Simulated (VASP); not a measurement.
# In3Se (Cmmm) in VASP: single point with PBEsol+D3(BJ)

Aim: the single point of In3Se with PBEsol+D3(BJ).

Everything below comes from runs of VASP 6.6.1. Logs are shortened: lines on timing, memory, paths and dates and some standing lists are left out, and cuts for length are marked.

**1. The cell of the first run**

Symmetry: Cmmm, No. 65, orthorhombic system. The conventional cell has a = 6.448 Å, b = 6.529 Å, c = 4.588 Å, α = 90.00°, β = 90.00°, γ = 90.00°. Within 4.2 Å of In (site symmetry mmm) lie 4 Se at 3.22 to 3.26 Å and 8 In at 3.24 Å. Within 4.2 Å of In (site symmetry 2/m) lie 8 In at 3.22 to 3.26 Å and 4 Se at 3.24 Å. Within 4.2 Å of Se (site symmetry mmm) lie 12 In at 3.22 to 3.26 Å.

**2. Single point, PBEsol+D3(BJ) (strain +0.0125 x Voigt [0, 0, 0, 1, 0, 0])**

INCAR

```
  ALGO = Normal
  EDIFF = 1E-7
  ENCUT = 520
  GGA = PS
  ISIF = 2
  ISMEAR = 0
  IVDW = 12
  LASPH = True
  LCHARG = True
  LELF = True
  LREAL = False
  LVHAR = True
  LWAVE = False
  NBANDS = 30
  NELM = 100
  PREC = Accurate
  SIGMA = 0.15
```

KPOINTS

```
k-points
0
Gamma
  10 10 10
```

POSCAR

```
In3Se
1.0
    4.5878535042      0.0000000000      0.0000000000
    0.0000000000      4.5878535042      0.0286740844
    0.0000000000      0.0286740844      4.5878535042
In Se
3 1
Direct
    0.0000000000      0.5000000000      0.5000000000
    0.5000000000      0.0000000000      0.5000000000
    0.5000000000      0.5000000000      0.0000000000
    0.0000000000      0.0000000000      0.0000000000
```

Potentials or basis: VASP PAW PBE potentials, release 64 (In_d, Se).

Started as:

```sh
> cat potpaw_PBE.64/In_d/POTCAR potpaw_PBE.64/Se/POTCAR > POTCAR
> mpirun -np 1 vasp_std > vasp.out
```

OUTCAR:

```text
EDIFF = 1E-7
   ENCUT = 520
   GGA = PS
   ISIF = 2
   ISMEAR = 0
   IVDW = 12
   LASPH = True
   LREAL = False
   NELM = 100
   PREC = Accurate
 IVDW          = 12

 ion  position               nearest neighbor table
   1  0.000  0.500  0.500-   4 3.22   4 3.22   3 3.24   2 3.24   2 3.24   3 3.24   2 3.24   3 3.24
                             3 3.24   2 3.24   4 3.26   4 3.26
   2  0.500  0.000  0.500-   3 3.22   3 3.22   1 3.24   4 3.24   1 3.24   4 3.24   1 3.24   4 3.24
                             4 3.24   1 3.24   3 3.26   3 3.26
   3  0.500  0.500  0.000-   2 3.22   2 3.22   1 3.24   1 3.24   4 3.24   4 3.24   1 3.24   4 3.24
                             1 3.24   4 3.24   2 3.26   2 3.26
   4  0.000  0.000  0.000-   1 3.22   1 3.22   2 3.24   2 3.24   3 3.24   3 3.24   2 3.24   3 3.24
                             2 3.24   3 3.24   1 3.26   1 3.26

  LATTYP: Found a base centered orthorhombic cell.
 ALAT       =     6.4476533688
 B/A-ratio  =     1.0125786164
 C/A-ratio  =     0.7115539936

  Lattice vectors:

 A1 = (   0.0000000000,  -0.0286740844,  -4.5878535042)
 A2 = (   0.0000000000,   4.5878535042,   0.0286740844)
 A3 = (   4.5878535042,   0.0000000000,   0.0000000000)

Analysis of symmetry for initial positions (statically):
=====================================================================
 Subroutine PRICEL returns:
 Original cell was already a primitive cell.

 Routine SETGRP: Setting up the symmetry group for a
 base centered orthorhombic supercell.

 Subroutine GETGRP returns: Found  8 space group operations
 (whereof  8 operations were pure point group operations)
 out of a pool of  8 trial point group operations.

The static configuration has the point symmetry D_2h.

Analysis of symmetry for dynamics (positions and initial velocities):
=====================================================================
 Subroutine PRICEL returns:
 Original cell was already a primitive cell.

 Routine SETGRP: Setting up the symmetry group for a
 base centered orthorhombic supercell.

 Subroutine GETGRP returns: Found  8 space group operations
 (whereof  8 operations were pure point group operations)
 out of a pool of  8 trial point group operations.

The dynamic configuration has the point symmetry D_2h.

 Subroutine INISYM returns: Found  8 space group operations
 (whereof  8 operations are pure point group operations),
 and found     1 'primitive' translations

----------------------------------------------------------------------------------------

                                     Primitive cell

  volume of cell :      96.5632

  direct lattice vectors                    reciprocal lattice vectors
     4.587853504  0.000000000  0.000000000     0.217966855  0.000000000  0.000000000
     0.000000000  4.587853504  0.028674084     0.000000000  0.217975370 -0.001362346
     0.000000000  0.028674084  4.587853504     0.000000000 -0.001362346  0.217975370

  length of vectors
     4.587853504  4.587943110  4.587943110     0.217966855  0.217979627  0.217979627

  position of ions in fractional coordinates (direct lattice)
     0.000000000  0.500000000  0.500000000
     0.500000000  0.000000000  0.500000000
     0.500000000  0.500000000  0.000000000
     0.000000000  0.000000000  0.000000000

  ion indices of the primitive-cell ions
   primitive index   ion index
                 1           1
                 2           2
                 3           3
                 4           4

----------------------------------------------------------------------------------------

 KPOINTS: k-points

Automatic generation of k-mesh.
 Grid dimensions read from file:
 generate k-points for:   10   10   10

 Generating k-lattice:

  Cartesian coordinates                     Fractional coordinates (reciprocal lattice)
     0.021796686  0.000000000  0.000000000     0.100000000  0.000000000  0.000000000
     0.000000000  0.021797537 -0.000136235     0.000000000  0.100000000  0.000000000
     0.000000000 -0.000136235  0.021797537     0.000000000  0.000000000  0.100000000

  Length of vectors
     0.021796686  0.021797963  0.021797963

  Shift w.r.t. Gamma in fractional coordinates (k-lattice)
     0.000000000  0.000000000  0.000000000

 Subroutine IBZKPT returns following result:
 ===========================================

 Found    186 irreducible k-points:

 Following reciprocal coordinates:
            Coordinates               Weight
  0.000000  0.000000  0.000000      1.000000
  0.100000  0.000000  0.000000      2.000000
  0.200000  0.000000  0.000000      2.000000
  0.300000  0.000000  0.000000      2.000000
  0.400000  0.000000  0.000000      2.000000
  0.500000  0.000000  0.000000      1.000000
[... 16 lines left out ...]
  0.400000  0.300000  0.000000      8.000000
  0.500000  0.300000  0.000000      4.000000
 [... further k-points ...]
   k-points           NKPTS =    186   k-points in BZ     NKDIM =    186   number of bands    NBANDS=     30
   number of dos      NEDOS =    301   number of ions     NIONS =      4
   total plane-waves  NPLWV =  46656
   dimension x,y,z NGX =    36 NGY =   36 NGZ =   36
   dimension x,y,z NGXF=    72 NGYF=   72 NGZF=   72
   ions per type =               3   1
   NGX,Y,Z   is equivalent  to a cutoff of  13.04, 13.04, 13.04 a.u.
   NGXF,Y,Z  is equivalent  to a cutoff of  26.09, 26.09, 26.09 a.u.
 SYSTEM =  unknown system
   PREC   = accura    normal or accurate (medium, high low for compatibility)
   ISTART =      0    job   : 0-new  1-cont  2-samecut
   ICHARG =      2    charge: 1-file 2-atom 10-const
   ISPIN  =      1    spin polarized calculation?
   LNONCOLLINEAR =      F non collinear calculations
   LSORBIT =      F    spin-orbit coupling
   LASPH  =      T    aspherical Exc in radial PAW
   ENCUT  =  520.0 eV  38.22 Ry    6.18 a.u.   8.53  8.53  8.53*2*pi/ulx,y,z
   NELM   =    100;   NELMIN=  2; NELMDL= -5     # of ELM steps
   EDIFF  = 0.1E-06   stopping-criterion for ELM
   LREAL  =      F    real-space projection
   EDIFFG = 0.1E-05   stopping-criterion for IOM
   NSW    =      0    number of steps for IOM
   IBRION =     -1    ionic relax: 0-MD 1-quasi-New 2-CG
   NFREE  =      0    steps in history (QN), initial steepest desc. (CG)
   ISIF   =      2    stress and relaxation
   ISYM   =      2    0-nonsym 1-usesym 2-fastsym
   POTIM  = 0.5000    time-step for ionic-motion
   TEBEG  =    0.0;   TEEND  =   0.0 temperature during run
   PSTRESS=    0.0 pullay stress
   NELECT =      45.0000    total number of electrons
   NUPDOWN=      -1.0000    fix difference up-down
   EMIN   =  10.00;   EMAX   =-10.00  energy-range for DOS
   EFERMI =   0.00;   METHOD = LEGACY
   ISMEAR =     0;   SIGMA  =   0.15  broadening in eV -4-tet -1-fermi 0-gaus
   EFERMI_NEDOS =   21; number of points for ismear=-14 and -15
   IALGO  =     38    algorithm
   IMIX   =      4    mixing-type and parameters
     AMIX     =   0.40;   BMIX     =  1.00
     AMIX_MAG =   1.60;   BMIX_MAG =  1.00
  volume/ion in A,a.u.               =      24.14       162.91
  Fermi-wavevector in a.u.,A,eV,Ry     =   1.269234  2.398505 21.918381  1.610956
  Thomas-Fermi vector in A             =   2.402286
   LORBIT       =      0    0 simple, 1 ext, 2 COOP (PROOUT), +10 PAW based schemes
   GGA     = PS    functional components
   LHFCALC =     F    Hartree Fock is set to
   AEXX    =    0.0000 exact exchange contribution
   IVDW    =    12    specifies the selected vdW correction
   LEPSILON=     F    determine dielectric tensor
   LRPA    =     F    only Hartree local field effects (RPA)
 non-spin polarized calculation
 Gauss-broadening in eV      SIGMA  =   0.15
  energy-cutoff  :      520.00
  volume of cell :       96.56
 maximum number of plane-waves:      2628
 NGX is ok and might be reduce to    36
   NGX = 17   NGY = 17   NGZ = 17

 number of electron      44.9999975 magnetization

 Free energy of the ion-electron system (eV)
  ---------------------------------------------------
  ext. energy  EPLUGINS =         0.00000000
  ---------------------------------------------------
  free energy    TOTEN  =       -13.21103463 eV

  energy without entropy =      -13.19174611  energy(sigma->0) =      -13.20139037

 E-fermi :   7.2644     XC(G=0): -10.5492

 val. band max:        7.2582563092   @ k =   0.3000  -0.4000   0.1000
 cond. band min:       7.2666838257   @ k =   0.3000  -0.2000   0.1000
 fundamental gap:      0.0084275165
 Fermi energy:         7.2644323093

 k-point     1 :       0.0000    0.0000    0.0000
  band No.  band energies     occupation
      1      -7.6009      2.00000
      2      -7.5472      2.00000
      3      -7.5438      2.00000
      4      -7.5394      2.00000
      5      -7.3785      2.00000
      6      -7.3781      2.00000
[... 22 lines left out ...]
     29      12.9485      0.00000
     30      14.3576      0.00000

 k-point     2 :       0.1000    0.0000    0.0000
  band No.  band energies     occupation
      1      -7.5867      2.00000
      2      -7.5412      2.00000
      3      -7.5346      2.00000
      4      -7.5269      2.00000
      5      -7.3766      2.00000
      6      -7.3691      2.00000
[... 22 lines left out ...]
     29      13.2449      0.00000
     30      14.4129      0.00000

 k-point     3 :       0.2000    0.0000    0.0000
  band No.  band energies     occupation
      1      -7.5468      2.00000
      2      -7.5337      2.00000
      3      -7.4975      2.00000
      4      -7.4902      2.00000
      5      -7.3714      2.00000
      6      -7.3435      2.00000
[... 22 lines left out ...]
     29      13.8833      0.00000
     30      14.5683      0.00000

 k-point     4 :       0.3000    0.0000    0.0000
  band No.  band energies     occupation
      1      -7.5259      2.00000
      2      -7.4860      2.00000
      3      -7.4393      2.00000
      4      -7.4325      2.00000
      5      -7.3639      2.00000
      6      -7.3060      2.00000
[... 22 lines left out ...]
     29      14.3734      0.00000
     30      14.5021      0.00000

 k-point     5 :       0.4000    0.0000    0.0000
  band No.  band energies     occupation
      1      -7.5182      2.00000
      2      -7.4238      2.00000
      3      -7.3670      2.00000
      4      -7.3605      2.00000
      5      -7.3517      2.00000
      6      -7.2663      2.00000
[... 22 lines left out ...]
     29      13.3605      0.00000
     30      13.7785      0.00000
[... 526 lines left out ...]
     29      12.5905      0.00000
     30      13.2045      0.00000

 k-point    22 :       0.3000    0.3000    0.0000
  band No.  band energies     occupation
      1      -7.4536      2.00000
      2      -7.4496      2.00000
      3      -7.3877      2.00000
      4      -7.3616      2.00000
      5      -7.3351      2.00000
      6      -7.2797      2.00000
[... 22 lines left out ...]
     29      11.8546      0.00000
     30      12.2524      0.00000

 k-point    23 :       0.4000    0.3000    0.0000
  band No.  band energies     occupation
      1      -7.4284      2.00000
      2      -7.4228      2.00000
      3      -7.3485      2.00000
      4      -7.3350      2.00000
      5      -7.3167      2.00000
      6      -7.2879      2.00000
[... 22 lines left out ...]
     29      11.8532      0.00000
     30      12.8808      0.00000

 k-point    24 :       0.5000    0.3000    0.0000
  band No.  band energies     occupation
      1      -7.4209      2.00000
      2      -7.3855      2.00000
      3      -7.3828      2.00000
      4      -7.3173      2.00000
      5      -7.2962      2.00000
      6      -7.2840      2.00000
[... 22 lines left out ...]
     29      11.7370      0.00000
     30      14.1885      0.00000

 [... further k-points ...]

------------------------ aborting loop because EDIFF is reached ----------------------------------------

 Edisp (eV)   -1.47997

 E8    (eV) :    -1.0419

  FORCE on cell =-STRESS in cart. coord.  units (eV):
  Direction    XX          YY          ZZ          XY          YZ          ZX
  --------------------------------------------------------------------------------------
  -------------------------------------------------------------------------------------
  Total      -0.01345    -0.00365    -0.00365     0.00000    -0.07118     0.00000
  in kB      -0.22314    -0.06055    -0.06055     0.00000    -1.18096     0.00000
  external pressure =       -0.11 kB  Pullay stress =        0.00 kB

 VOLUME and BASIS-vectors are now :
 -----------------------------------------------------------------------------
  energy-cutoff  :      520.00
  volume of cell :       96.56
      direct lattice vectors                 reciprocal lattice vectors
     4.587853504  0.000000000  0.000000000     0.217966855  0.000000000  0.000000000
     0.000000000  4.587853504  0.028674084     0.000000000  0.217975370 -0.001362346
     0.000000000  0.028674084  4.587853504     0.000000000 -0.001362346  0.217975370

 POSITION                                       TOTAL-FORCE (eV/Angst)
 -----------------------------------------------------------------------------------
      0.00000      2.30826      2.30826         0.000000     -0.000000      0.000000
      2.29393      0.01434      2.29393         0.000000     -0.000000      0.000000
      2.29393      2.29393      0.01434         0.000000      0.000000     -0.000000
      0.00000      0.00000      0.00000         0.000000     -0.000000      0.000000
 -----------------------------------------------------------------------------------
    total drift:                                0.000000      0.000000      0.000000

  FREE ENERGIE OF THE ION-ELECTRON SYSTEM (eV)
  ---------------------------------------------------
  free  energy   TOTEN  =       -14.6910079523 eV

  energy  without entropy=      -14.6717194362  energy(sigma->0) =      -14.68136369
```

Run time: 7.3 min. Hardware: 1 thread of Intel Xeon 6975P-C, shared host; peak memory 0.55 GiB.

Results:

* Free energy: -14.6910 eV
* Pressure: 0.0 GPa
* Dispersion energy per atom: -0.370 eV

Caveat: the cell differs from its parent crystal (strain +0.0125 x Voigt [0, 0, 0, 1, 0, 0]); the PAW data sets were made with another functional, which shifts forces and pressure a little; spin-orbit coupling is left out, which moves the levels of the heavy elements; pairwise dispersion overbinds metals, which lowers pressure and volume.
